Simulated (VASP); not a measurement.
# H4C in VASP: notebook

Runs on H4C. Level: r2SCAN+D3(BJ). Tasks: single point.

Program: VASP 6.6.1. These are calculated values, not measurements. Logs are shortened: lines on timing, memory, paths and dates and some standing lists are left out, and cuts for length are marked.

### 1 The cell of the first run

The cell holds an amorphous packing of atoms, 30 atoms: a = 7.230 Å, b = 7.230 Å, c = 7.230 Å, α = 90.00°, β = 90.00°, γ = 90.00°.

### 2 Single point, r2SCAN+D3(BJ)

POSCAR reads:

```
H4C
1.0
    7.2304270000      0.0000000000      0.0000000000
    0.0000000000      7.2304270000      0.0000000000
    0.0000000000      0.0000000000      7.2304270000
C H
6 24
Direct
    0.3203406936      0.2369707902     -0.0097089702
    0.4305416540      0.5730505266      0.3740028079
    0.5228321923      0.0563867113      0.5141743358
    0.8499774633      0.6865569627      0.6936519793
    0.9495289836      0.8525222646      0.1830044062
    0.0170114434      0.2764428712      0.5324720103
    0.1945251643      0.2091024500      0.0642424023
    0.2976725994      0.2221583870     -0.1570446669
    0.4260467604      0.1352478906      0.0267342440
    0.3661609473      0.3737400295      0.0241341210
    0.4048170322      0.4343173647      0.3275601842
    0.3636576374      0.6544565072      0.2699425636
    0.5780433161      0.6051233212      0.3753996825
    0.3689823575      0.5991070790      0.5034834042
    0.5915279969      0.1497007023      0.6087883883
    0.4493925462     -0.0453085274      0.5954281815
    0.6325214265     -0.0087961610      0.4334598773
    0.4251754426      0.1246952635      0.4305831454
    0.7173988480      0.7609509093      0.7191968054
    0.9603028977      0.7954578616      0.6845515486
    0.8457038568      0.6171004838      0.5625947126
    0.8773064163      0.5870054424      0.8036039919
    1.0411833215      0.8733094187      0.3031632848
    0.8229251191      0.7731078676      0.2165432277
    1.0286806021      0.7859563481      0.0772983394
    0.8951061950      0.9823901133      0.1354415168
   -0.0594985607      0.2874933942      0.6564619213
   -0.0355580659      0.3620533061      0.4196847572
    0.0317685249      0.1285539568      0.4881039529
    0.1578191717      0.3251398569      0.5564678269
```

INCAR.step1 reads:

```
SYSTEM = H4C
PREC = Accurate
ENCUT = 580
ISMEAR = -1
SIGMA = 0.02
LREAL = .False.
LASPH = .True.
NELM = 120
NBANDS = 45
GGA = PE
ALGO = Normal
EDIFF = 1E-5
LWAVE = .True.
LCHARG = .False.
GGA_COMPAT = .False.
```

INCAR.step2 reads:

```
SYSTEM = H4C
PREC = Accurate
ENCUT = 580
EDIFF = 1E-6
ISMEAR = -1
SIGMA = 0.02
LREAL = .False.
LASPH = .True.
NELM = 120
ALGO = Normal
ISIF = 2
LWAVE = .False.
LCHARG = .True.
METAGGA = R2SCAN
LMIXTAU = .True.
IVDW = 12
VDW_S6 = 1.0
VDW_S8 = 0.78981345
VDW_A1 = 0.49484001
VDW_A2 = 5.73083694
LELF = .True.
LVHAR = .True.
NBANDS = 45
ISTART = 1
GGA_COMPAT = .False.
```

KPOINTS reads:

```
Automatic mesh
0
Gamma
  1 1 1
  0 0 0
```

Potentials or basis: VASP PAW PBE potentials, release 64 (C, H).

On the command line:

```
$ cat potpaw_PBE.64/C/POTCAR potpaw_PBE.64/H/POTCAR > POTCAR
$ cp INCAR.step1 INCAR
$ mpirun -np 1 vasp_gam > vasp.out
$ cp INCAR.step2 INCAR
$ mpirun -np 1 vasp_gam > vasp.out
```

OUTCAR:

```text
SYSTEM = H4C
   PREC = Accurate
   ENCUT = 580
   EDIFF = 1E-6
   ISMEAR = -1
   LREAL = .False.
   LASPH = .True.
   NELM = 120
   ISIF = 2
   METAGGA = R2SCAN
   IVDW = 12
   ISTART = 1
 IVDW          = 12

 ion  position               nearest neighbor table
   1  0.320  0.237  0.990-  10 1.07   7 1.07   8 1.08   9 1.09
   2  0.431  0.573  0.374-  14 1.05  12 1.07  11 1.07  13 1.09
   3  0.523  0.056  0.514-  18 1.05  16 1.08  15 1.08  17 1.09
   4  0.850  0.687  0.694-  21 1.07  22 1.09  19 1.11  20 1.12
   5  0.950  0.853  0.183-  25 1.07  26 1.07  23 1.10  24 1.11
   6  0.017  0.276  0.532-  27 1.06  30 1.09  28 1.09  29 1.12
   7  0.195  0.209  0.064-   1 1.07
   8  0.298  0.222  0.843-   1 1.08
   9  0.426  0.135  0.027-   1 1.09
  10  0.366  0.374  0.024-   1 1.07
  11  0.405  0.434  0.328-   2 1.07
  12  0.364  0.654  0.270-   2 1.07
[... 16 lines left out ...]
  29  0.032  0.129  0.488-   6 1.12
  30  0.158  0.325  0.556-   6 1.09

  LATTYP: Found a simple cubic cell.
 ALAT       =     7.2304270000

  Lattice vectors:

 A1 = (   7.2304270000,   0.0000000000,   0.0000000000)
 A2 = (   0.0000000000,   7.2304270000,   0.0000000000)
 A3 = (   0.0000000000,   0.0000000000,   7.2304270000)

Analysis of symmetry for initial positions (statically):
=====================================================================
 Subroutine PRICEL returns:
 Original cell was already a primitive cell.

 Routine SETGRP: Setting up the symmetry group for a
 simple cubic supercell.

 Subroutine GETGRP returns: Found  1 space group operations
 (whereof  1 operations were pure point group operations)
 out of a pool of 48 trial point group operations.

The static configuration has the point symmetry C_1 .

Analysis of symmetry for dynamics (positions and initial velocities):
=====================================================================
 Subroutine PRICEL returns:
 Original cell was already a primitive cell.

 Routine SETGRP: Setting up the symmetry group for a
 simple cubic supercell.

 Subroutine GETGRP returns: Found  1 space group operations
 (whereof  1 operations were pure point group operations)
 out of a pool of 48 trial point group operations.

The dynamic configuration has the point symmetry C_1 .

 Subroutine INISYM returns: Found  1 space group operations
 (whereof  1 operations are pure point group operations),
 and found     1 'primitive' translations

----------------------------------------------------------------------------------------

                                     Primitive cell

  volume of cell :     378.0000

  direct lattice vectors                    reciprocal lattice vectors
     7.230427000  0.000000000  0.000000000     0.138304418  0.000000000  0.000000000
     0.000000000  7.230427000  0.000000000     0.000000000  0.138304418  0.000000000
     0.000000000  0.000000000  7.230427000     0.000000000  0.000000000  0.138304418

  length of vectors
     7.230427000  7.230427000  7.230427000     0.138304418  0.138304418  0.138304418

  position of ions in fractional coordinates (direct lattice)
     0.320340694  0.236970790  0.990291030
     0.430541654  0.573050527  0.374002808
     0.522832192  0.056386711  0.514174336
     0.849977463  0.686556963  0.693651979
     0.949528984  0.852522265  0.183004406
     0.017011443  0.276442871  0.532472010
[... 22 lines left out ...]
     0.031768525  0.128553957  0.488103953
     0.157819172  0.325139857  0.556467827

  ion indices of the primitive-cell ions
   primitive index   ion index
                 1           1
                 2           2
                 3           3
                 4           4
                 5           5
                 6           6
[... 22 lines left out ...]
                29          29
                30          30

----------------------------------------------------------------------------------------

 KPOINTS: Automatic mesh

Automatic generation of k-mesh.
 Grid dimensions read from file:
 generate k-points for:    1    1    1

 Generating k-lattice:

  Cartesian coordinates                     Fractional coordinates (reciprocal lattice)
     0.138304418  0.000000000  0.000000000     1.000000000  0.000000000  0.000000000
     0.000000000  0.138304418  0.000000000     0.000000000  1.000000000  0.000000000
     0.000000000  0.000000000  0.138304418     0.000000000  0.000000000  1.000000000

  Length of vectors
     0.138304418  0.138304418  0.138304418

  Shift w.r.t. Gamma in fractional coordinates (k-lattice)
     0.000000000  0.000000000  0.000000000

 Subroutine IBZKPT returns following result:
 ===========================================

 Found      1 irreducible k-points:

 Following reciprocal coordinates:
            Coordinates               Weight
  0.000000  0.000000  0.000000      1.000000
   k-points           NKPTS =      1   k-points in BZ     NKDIM =      1   number of bands    NBANDS=     45
   number of dos      NEDOS =    301   number of ions     NIONS =     30
   total plane-waves  NPLWV = 216000
   dimension x,y,z NGX =    60 NGY =   60 NGZ =   60
   dimension x,y,z NGXF=   120 NGYF=  120 NGZF=  120
   ions per type =               6  24
   NGX,Y,Z   is equivalent  to a cutoff of  13.80, 13.80, 13.80 a.u.
   NGXF,Y,Z  is equivalent  to a cutoff of  27.59, 27.59, 27.59 a.u.
 SYSTEM =  H4C
   PREC   = accura    normal or accurate (medium, high low for compatibility)
   ISTART =      1    job   : 0-new  1-cont  2-samecut
   ICHARG =      0    charge: 1-file 2-atom 10-const
   ISPIN  =      1    spin polarized calculation?
   LNONCOLLINEAR =      F non collinear calculations
   LSORBIT =      F    spin-orbit coupling
   LASPH  =      T    aspherical Exc in radial PAW
   ENCUT  =  580.0 eV  42.63 Ry    6.53 a.u.  14.20 14.20 14.20*2*pi/ulx,y,z
   NELM   =    120;   NELMIN=  2; NELMDL=  0     # of ELM steps
   EDIFF  = 0.1E-05   stopping-criterion for ELM
   LREAL  =      F    real-space projection
   EDIFFG = 0.1E-04   stopping-criterion for IOM
   NSW    =      0    number of steps for IOM
   IBRION =     -1    ionic relax: 0-MD 1-quasi-New 2-CG
   NFREE  =      0    steps in history (QN), initial steepest desc. (CG)
   ISIF   =      2    stress and relaxation
   ISYM   =      2    0-nonsym 1-usesym 2-fastsym
   POTIM  = 0.5000    time-step for ionic-motion
   TEBEG  =    0.0;   TEEND  =   0.0 temperature during run
   PSTRESS=    0.0 pullay stress
   NELECT =      48.0000    total number of electrons
   NUPDOWN=      -1.0000    fix difference up-down
   EMIN   =  10.00;   EMAX   =-10.00  energy-range for DOS
   EFERMI =   0.00;   METHOD = LEGACY
   ISMEAR =    -1;   SIGMA  =   0.02  broadening in eV -4-tet -1-fermi 0-gaus
   EFERMI_NEDOS =   21; number of points for ismear=-14 and -15
   IALGO  =     38    algorithm
   IMIX   =      4    mixing-type and parameters
     AMIX     =   0.40;   BMIX     =  1.00
     AMIX_MAG =   1.60;   BMIX_MAG =  1.00
  volume/ion in A,a.u.               =      12.60        85.03
  Fermi-wavevector in a.u.,A,eV,Ry     =   0.822857  1.554975  9.212429  0.677094
  Thomas-Fermi vector in A             =   1.934266
   LORBIT       =      0    0 simple, 1 ext, 2 COOP (PROOUT), +10 PAW based schemes
   METAGGA = R2SCAN    functional components
   LHFCALC =     F    Hartree Fock is set to
   AEXX    =    0.0000 exact exchange contribution
   IVDW    =    12    specifies the selected vdW correction
   LEPSILON=     F    determine dielectric tensor
   LRPA    =     F    only Hartree local field effects (RPA)
 non-spin polarized calculation
  energy-cutoff  :      580.00
  volume of cell :      378.00
 maximum number of plane-waves:      5991
 NGX is ok and might be reduce to    60
   NGX = 29   NGY = 29   NGZ = 29

 number of electron      48.0000000 magnetization

 Free energy of the ion-electron system (eV)
  ---------------------------------------------------
  ext. energy  EPLUGINS =         0.00000000
  ---------------------------------------------------
  free energy    TOTEN  =      -149.73007610 eV

  energy without entropy =     -149.73007610  energy(sigma->0) =     -149.73007610

 E-fermi :  -6.5910     XC(G=0):  -5.4780

 val. band max:       -7.1056698955   @ k =   0.0000   0.0000   0.0000
 cond. band min:       0.9171640707   @ k =   0.0000   0.0000   0.0000
 fundamental gap:      8.0228339663
 Fermi energy:        -6.5909569037

 k-point     1 :       0.0000    0.0000    0.0000
  band No.  band energies     occupation
      1     -16.3567      2.00000
      2     -16.0862      2.00000
      3     -16.0246      2.00000
      4     -16.0147      2.00000
      5     -15.9635      2.00000
      6     -15.7781      2.00000
[... 28 lines left out ...]
     35       4.8207      0.00000
     36       4.8513      0.00000
 [bands above 36 left out]

------------------------ aborting loop because EDIFF is reached ----------------------------------------

 Edisp (eV)   -0.39177

 E8    (eV) :    -0.0588

  FORCE on cell =-STRESS in cart. coord.  units (eV):
  Direction    XX          YY          ZZ          XY          YZ          ZX
  --------------------------------------------------------------------------------------
  -------------------------------------------------------------------------------------
  Total      -1.16181     1.49136     3.39171    -0.65976    -0.10627    -0.18122
  in kB      -4.92442     6.32122    14.37599    -2.79645    -0.45045    -0.76809
  external pressure =        5.26 kB  Pullay stress =        0.00 kB

 VOLUME and BASIS-vectors are now :
 -----------------------------------------------------------------------------
  energy-cutoff  :      580.00
  volume of cell :      378.00
      direct lattice vectors                 reciprocal lattice vectors
     7.230427000  0.000000000  0.000000000     0.138304418  0.000000000  0.000000000
     0.000000000  7.230427000  0.000000000     0.000000000  0.138304418  0.000000000
     0.000000000  0.000000000  7.230427000     0.000000000  0.000000000  0.138304418

 POSITION                                       TOTAL-FORCE (eV/Angst)
 -----------------------------------------------------------------------------------
      2.31620      1.71340      7.16023         0.363764     -0.639233     -0.293276
      3.11300      4.14340      2.70420         0.643581     -0.124944     -1.096725
      3.78030      0.40770      3.71770         1.039600     -0.710393      0.708358
      6.14570      4.96410      5.01540         0.001574      1.457036      0.349554
      6.86550      6.16410      1.32320        -0.540308     -0.171976      0.914161
      0.12300      1.99880      3.85000         1.444518     -0.931200     -1.391392
[... 22 lines left out ...]
      0.22970      0.92950      3.52920        -0.358586      0.939064      0.223265
      1.14110      2.35090      4.02350        -0.017506      0.045764      0.186929
 -----------------------------------------------------------------------------------
    total drift:                               -0.000060      0.000131      0.000314

  FREE ENERGIE OF THE ION-ELECTRON SYSTEM (eV)
  ---------------------------------------------------
  free  energy   TOTEN  =      -150.1218510849 eV

  energy  without entropy=     -150.1218510849  energy(sigma->0) =     -150.12185108
```

Run time: 1.9 min. Hardware: 1 thread of Intel Xeon 6975P-C (Granite Rapids), shared host; peak memory 0.51 GiB.

Results:

| Quantity | Value |
| --- | --- |
| Free energy | -150.1219 eV |
| Pressure | 0.5 GPa |
| Largest force | 2.211 eV/Å |
| Band gap on the k mesh | 8.02 eV |
| Dispersion energy per atom | -0.013 eV |

Forces in eV/Å, atoms in the order of the input:
```
C    0.364 -0.639 -0.293
C    0.644 -0.125 -1.097
C    1.040 -0.710  0.708
C    0.002  1.457  0.350
C   -0.540 -0.172  0.914
C    1.445 -0.931 -1.391
H   -0.441 -0.201  0.252
H   -0.160  0.173 -0.189
H   -0.050  0.111  0.213
H    0.277  0.524 -0.018
H    0.190 -0.629  0.250
H   -0.246  0.787 -0.363
H   -0.154 -0.135  0.054
H   -0.466  0.160  1.164
H   -0.068  0.390  0.140
H   -0.018 -0.361  0.140
H   -0.267 -0.088 -0.103
H   -0.677  0.740 -0.866
H    0.622 -0.524 -0.113
H   -0.539 -0.760  0.275
H   -0.165 -0.244 -0.372
H    0.049  0.189 -0.033
H   -0.534 -0.088 -0.213
H    0.736 -0.098  0.109
H    0.179 -0.298 -0.592
H    0.200  0.644 -0.259
H   -0.734  0.098  0.786
H   -0.312 -0.253  0.135
H   -0.359  0.939  0.223
H   -0.018  0.046  0.187
```

Stress tensor (GPa, compression positive):
```
-0.49 -0.28 -0.08
-0.28  0.63 -0.05
-0.08 -0.05  1.44
```

Caveat: the k points lie up to 0.87 Å⁻¹ apart; the PAW data sets were made with another functional, which shifts forces and pressure a little.

### 3 Single point, r2SCAN+D3(BJ)

POSCAR reads:

```
H4C
1.0
    7.2304270000      0.0000000000      0.0000000000
    0.0000000000      7.2304270000      0.0000000000
    0.0000000000      0.0000000000      7.2304270000
C H
6 24
Direct
    0.3303954248      0.2331120970     -0.0122537715
    0.4383420232      0.5842808454      0.3721495287
    0.5192915992      0.0499555559      0.5264972594
    0.8493274325      0.6706104633      0.6938732664
    0.9534844899      0.8594374855      0.1855630380
    0.0161539561      0.2841879186      0.5135796268
    0.2083556061      0.2258787759      0.0747950294
    0.2860135370      0.2174283759     -0.1606267514
    0.4199890269      0.1214036183      0.0260980437
    0.3942505747      0.3596329788      0.0133740372
    0.4177899867      0.4339716036      0.3561891988
    0.3797977630      0.6773320580      0.2675084058
    0.5891353305      0.6127577251      0.3747496517
    0.3847490612      0.6121768465      0.4958075090
    0.5811966569      0.1356766343      0.6361173413
    0.4340130949     -0.0611443833      0.5789699557
    0.6143343955      0.0071503384      0.4160473510
    0.4310395499      0.1469484444      0.4572482372
    0.7058919204      0.7291408931      0.7117560277
    0.9503864710      0.7804380018      0.6847036835
    0.8482901494      0.6017625238      0.5595381850
    0.8762967941      0.5721238870      0.8040050747
    1.0317509602      0.8301446097      0.3138818772
    0.8306148447      0.7700375095      0.1974572179
    1.0369926977      0.8043093444      0.0726374805
    0.9373720252      1.0052380032      0.1734475709
   -0.0786260618      0.3175884356      0.6258136622
   -0.0435935526      0.3625373716      0.3979571331
    0.0000829827      0.1319700759      0.4726138581
    0.1588979461      0.3349041488      0.5477684790
```

INCAR.step1 reads:

```
PREC = Accurate
ENCUT = 580
ISMEAR = -1
SIGMA = 0.02
LREAL = False
LASPH = True
NELM = 120
NBANDS = 45
GGA = PE
ALGO = Normal
EDIFF = 1E-5
LWAVE = True
LCHARG = False
GGA_COMPAT = False
```

INCAR.step2 reads:

```
PREC = Accurate
ENCUT = 580
EDIFF = 1E-6
ISMEAR = -1
SIGMA = 0.02
LREAL = False
LASPH = True
NELM = 120
ALGO = Normal
ISIF = 2
LWAVE = False
LCHARG = True
METAGGA = R2SCAN
LMIXTAU = True
IVDW = 12
VDW_S6 = 1.0
VDW_S8 = 0.78981345
VDW_A1 = 0.49484001
VDW_A2 = 5.73083694
LELF = True
LVHAR = True
NBANDS = 45
ISTART = 1
GGA_COMPAT = False
```

KPOINTS reads:

```
regular mesh
0
Gamma
  1 1 1
```

Potentials or basis: VASP PAW PBE potentials, release 64 (C, H).

On the command line:

```
$ cat potpaw_PBE.64/C/POTCAR potpaw_PBE.64/H/POTCAR > POTCAR
$ cp INCAR.step1 INCAR
$ mpirun -np 1 vasp_gam > vasp.out
$ cp INCAR.step2 INCAR
$ mpirun -np 1 vasp_gam > vasp.out
```

OUTCAR:

```text
PREC = Accurate
   ENCUT = 580
   EDIFF = 1E-6
   ISMEAR = -1
   LREAL = False
   LASPH = True
   NELM = 120
   ISIF = 2
   METAGGA = R2SCAN
   IVDW = 12
   ISTART = 1
 IVDW          = 12

 ion  position               nearest neighbor table
   1  0.330  0.233  0.988-  10 1.04   9 1.07   7 1.09   8 1.13
   2  0.438  0.584  0.372-  14 1.00  12 1.10  11 1.10  13 1.11
   3  0.519  0.050  0.526-  18 1.07  16 1.08  17 1.10  15 1.10
   4  0.849  0.671  0.694-  20 1.08  22 1.09  21 1.09  19 1.13
[... 299 lines left out ...]
  Total      -1.34059    -0.13218     1.11956    -1.69233     0.62909    -1.44669
  in kB      -5.68217    -0.56027     4.74532    -7.17306     2.66642    -6.13189
  external pressure =       -0.50 kB  Pullay stress =        0.00 kB

 VOLUME and BASIS-vectors are now :
 -----------------------------------------------------------------------------
  energy-cutoff  :      580.00
  volume of cell :      378.00
      direct lattice vectors                 reciprocal lattice vectors
     7.230427000  0.000000000  0.000000000     0.138304418  0.000000000  0.000000000
     0.000000000  7.230427000  0.000000000     0.000000000  0.138304418  0.000000000
     0.000000000  0.000000000  7.230427000     0.000000000  0.000000000  0.138304418

 POSITION                                       TOTAL-FORCE (eV/Angst)
 -----------------------------------------------------------------------------------
      2.38890      1.68550      7.14183        -1.529280     -1.259852     -1.234154
      3.16940      4.22460      2.69080         2.313464     -0.989603     -3.223199
      3.75470      0.36120      3.80680         0.238677      0.782676     -0.272472
      6.14100      4.84880      5.01700        -1.578888      0.291716     -0.472751
      6.89410      6.21410      1.34170         0.821530     -1.906493      0.830089
      0.11680      2.05480      3.71340        -0.290694     -0.735070     -0.559564
[... 22 lines left out ...]
      0.00060      0.95420      3.41720         0.644386      1.507498      0.694037
      1.14890      2.42150      3.96060        -1.015711     -0.656042     -0.380126
 -----------------------------------------------------------------------------------
    total drift:                               -0.000391      0.000113     -0.000236

  FREE ENERGIE OF THE ION-ELECTRON SYSTEM (eV)
  ---------------------------------------------------
  free  energy   TOTEN  =      -149.6229945542 eV

  energy  without entropy=     -149.6229945542  energy(sigma->0) =     -149.62299455
```

It took 1.8 min on 1 thread of Intel Xeon 6975P-C (Granite Rapids), shared host; peak memory 0.51 GiB.

Results:

| Property | Result |
| --- | --- |
| Free energy | -149.6230 eV |
| Pressure | 0.0 GPa |
| Largest force | 4.236 eV/Å |
| Band gap on the k mesh | 7.71 eV |
| Dispersion energy per atom | -0.013 eV |

Forces on the atoms (eV/Å):
```
C   -1.529 -1.260 -1.234
C    2.313 -0.990 -3.223
C    0.239  0.783 -0.272
C   -1.579  0.292 -0.473
C    0.822 -1.906  0.830
C   -0.291 -0.735 -0.560
H   -0.228 -0.048  0.071
H    0.413  0.192  1.064
H    0.447 -0.481  0.056
H    0.881  1.586  0.059
H   -0.039  0.640 -0.732
H   -0.188 -0.656  0.009
H   -0.605 -0.208  0.108
H   -1.532  1.224  3.755
H    0.256 -0.722 -0.189
H    0.160 -0.184  0.157
H    0.175 -0.213  0.690
H   -0.777  0.309 -0.343
H    1.132 -0.231  0.034
H    0.162  0.254  0.347
H    0.032 -0.077  0.244
H    0.183  0.065  0.016
H   -0.091  0.245 -0.350
H   -0.081  0.807 -0.254
H   -0.022  0.198 -0.089
H   -0.608  0.646 -0.189
H    0.256 -0.381  0.238
H    0.471 -0.001 -0.081
H    0.644  1.507  0.694
H   -1.016 -0.656 -0.380
```

Caveat: the k points lie up to 0.87 Å⁻¹ apart; the PAW data sets were made with another functional, which shifts forces and pressure a little.

[end of part 1 of 3]
